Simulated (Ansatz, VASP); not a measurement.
Two plane-wave programs on BN

```
B N
1.0
     0.00000    1.81300    1.81300
     1.81300    0.00000    1.81300
     1.81300    1.81300    0.00000
B N
1 1
Cartesian
  0.0000 0.0000 0.0000
  2.7195 2.7195 2.7195
```

Alike in both runs: task single point; functional LDA; k mesh 12 × 12 × 12; occupations gaussian, width 0.05 eV; no spin polarisation.

|  | VASP | Ansatz |
| --- | --- | --- |
| version | VASP 6.6.1 | Ansatz 0.2.0 |
| potentials or method | VASP PAW LDA potentials, release 64 (B, N), cutoff 520 eV | scalar-relativistic, plane waves, PAW |
| valence electrons in the cell | 8 | 8 |

```csv
,VASP,Ansatz,Ansatz less VASP
gap on the k mesh at the Fermi level (eV),4.33,4.35,+0.017
least direct gap on the mesh (eV),8.64,8.65,+0.014
pressure (GPa),-13.4,-14.2,-0.85
```

LDA's correlation is that of Perdew and Zunger in VASP and of Perdew and Wang (1992) in Ansatz.
